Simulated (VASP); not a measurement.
Input of a VASP 6.6.1 run:

INCAR

```
SYSTEM = Au
PREC     = Accurate       ! precision mode
ENCUT    = 520            ! plane-wave cutoff, eV
EDIFF    = 1E-7           ! SCF threshold, eV
ISMEAR   = 0              ! smearing method
SIGMA    = 0.15           ! smearing width, eV
LREAL    = .False.        ! projectors in reciprocal space
LASPH    = .True.         ! aspherical terms in the spheres
NELM     = 80             ! most SCF steps
ALGO     = Fast           ! electronic algorithm
ISIF     = 2              ! what is computed and relaxed
LWAVE    = .False.        ! write WAVECAR
LCHARG   = .True.         ! write CHGCAR
GGA      = PS             ! functional
LELF     = .True.         ! ELF
LVHAR    = .True.       
NBANDS   = 18             ! bands
```

Contents of KPOINTS:

```
Automatic mesh
0
Gamma
  24 24 12
  0 0 0
```

File POSCAR:

```
Au
1.0
    2.8651901210      0.0000000000      0.0000000000
   -1.4325950605      2.4813274315      0.0000000000
    0.0000000000      0.0000000000      4.7905780137
Au
2
Direct
    0.3333333333      0.6666666667      0.7500000000
    0.6666666667      0.3333333333      0.2500000000
```

Potentials or basis: VASP PAW PBE potentials, release 64 (Au).

The run is started by

```bash
$ cat potpaw_PBE.64/Au/POTCAR > POTCAR
$ mpirun -np 1 vasp_std > vasp.out
```

**Question.** Estimate the pressure.

**Answer.** -0.3 GPa.

**Question.** Predict the band gap on the k mesh.

**Answer.** Zero (bands 11 and 12 overlap by 6.92 eV).

Caveat: the PAW data sets were made with another functional, which shifts forces and pressure a little; spin-orbit coupling is left out, which moves the levels of the heavy elements.
